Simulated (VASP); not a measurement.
The system is Ag.

```
CELL_PARAMETERS angstrom
1.47305 0.85046 7.20465
-1.47305 0.85046 7.20465
0.00000 -1.70093 7.20465
ATOMIC_POSITIONS crystal
Ag 0.22228 0.22228 0.22228
Ag 0.77772 0.77772 0.77772
Ag 0.00000 0.00000 0.00000
```

Base run:

- Program: VASP 6.6.1
- Functional: LDA
- Potentials or basis: VASP PAW LDA potentials, release 64 (Ag)
- Cutoff: 520 eV
- k mesh: 10 × 10 × 10
- Occupations: fermi-dirac, width 0.05 eV
- Spin: no spin polarisation

Its results: band gap on the k mesh zero (an odd number of electrons rules out a gap without spin polarisation); pressure -11.3 GPa.

Task: The run is repeated on the same cell with these changes: functional from LDA to PBE; potentials or basis from VASP PAW LDA potentials, release 64 (Ag) to VASP PAW PBE potentials, release 64 (Ag). What comes out?

Result: Band gap on the k mesh zero (an odd number of electrons rules out a gap without spin polarisation); pressure -0.7 GPa.

Caveats: the cell stands under tension (at least some runs).
